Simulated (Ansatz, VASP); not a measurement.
# Two plane-wave programs on KF

Contents of INCAR:

```
SYSTEM = KF
PREC = Accurate ; ENCUT = 520
EDIFF = 1E-6 ; ISMEAR = 0
SIGMA = 0.05 ; LREAL = .False.
LASPH = .True. ; NELM = 60
ALGO = Normal ; ISIF = 2
LWAVE = .False. ; LCHARG = .True.
GGA = PE ; LELF = .True.
LVHAR = .True. ; NBANDS = 15
```

Contents of KPOINTS:

```
regular mesh
0
Gamma
  8 8 8
  0 0 0
```

The input POSCAR:

```
KF
1.0
    0.0297258429      2.7821187086      2.7821187086
    2.7821187086      0.0297258429      2.7821187086
    2.7821187086      2.7821187086      0.0297258429
K F
1 1
Direct
    0.0000000000      0.0000000000      0.0000000000
    0.5000000000      0.5000000000      0.5000000000
```

Input for Ansatz:

```yaml
crystal:
  lattice:
    - [0.0297258429, 2.7821187086, 2.7821187086]
    - [2.7821187086, 0.0297258429, 2.7821187086]
    - [2.7821187086, 2.7821187086, 0.0297258429]
  atoms:
    - { symbol: K, position: [0.0, 0.0, 0.0] }
    - { symbol: F, position: [0.5, 0.5, 0.5] }
basis:
  ecutwfc: 520.0
kpoints:
  mp_grid: { grid: [8, 8, 8] }
hamiltonian:
  xc: pbe
scf:
  occupations: { method: gaussian, width: 0.05 }
output:
  forces: true
  stress: true
  eigenvalues: true
```

Alike in both runs: task single point; functional PBE; k mesh 8 × 8 × 8; occupations gaussian, width 0.05 eV; no spin polarisation.

|  | VASP | Ansatz |
| --- | --- | --- |
| version | VASP 6.6.1 | Ansatz 0.2.0 |
| potentials or method | VASP PAW PBE potentials, release 64 (K_sv, F), cutoff 520 eV | scalar-relativistic, plane waves, PAW |
| valence electrons in the cell | 16 | 16 |

```tsv
	VASP	Ansatz	Ansatz less VASP
gap on the k mesh at the Fermi level (eV)	5.64	5.65	+0.014
least direct gap on the mesh (eV)	5.64	5.65	+0.014
pressure (GPa)	-1.6	-1.6	+0.03
traceless stress, the component that is largest in VASP (GPa)	-0.15	-0.15	-0.002
```
